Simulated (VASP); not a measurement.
Input of a VASP 6.6.1 run:

INCAR

```
PREC     = Accurate       # precision mode
ENCUT    = 520            # plane-wave cutoff, eV
EDIFF    = 1E-7           # SCF threshold, eV
ISMEAR   = -1             # smearing method
SIGMA    = 0.05           # smearing width, eV
LREAL    = F              # projectors in reciprocal space
LASPH    = T              # aspherical terms in the spheres
NELM     = 80             # most SCF steps
ALGO     = Normal         # electronic algorithm
ISIF     = 2              # what is computed and relaxed
LWAVE    = F              # write WAVECAR
LCHARG   = T              # write CHGCAR
GGA      = PE             # functional
LELF     = T              # ELF
LVHAR    = T            
NBANDS   = 12             # bands
```

File KPOINTS:

```
Automatic mesh
0
Gamma
  14 14 14
```

The input POSCAR:

```
In
1.0
   -1.6261500000      1.6261500000      2.4739500000
    1.6261500000     -1.6261500000      2.4739500000
    1.6261500000      1.6261500000     -2.4739500000
In
1
Direct
    0.0000000000      0.0000000000      0.0000000000
```

Potentials or basis: VASP PAW PBE potentials, release 64 (In_d).

Launch:

```console
$ cat potpaw_PBE.64/In_d/POTCAR > POTCAR
$ mpirun -np 1 vasp_std > vasp.out
```

(1) What does it give for the band gap on the k mesh?

(2) Estimate the pressure.

Results:

(1) zero (an odd number of electrons rules out a gap without spin polarisation).

(2) 1.9 GPa.

Caveat: spin-orbit coupling is left out, which moves the levels of the heavy elements.
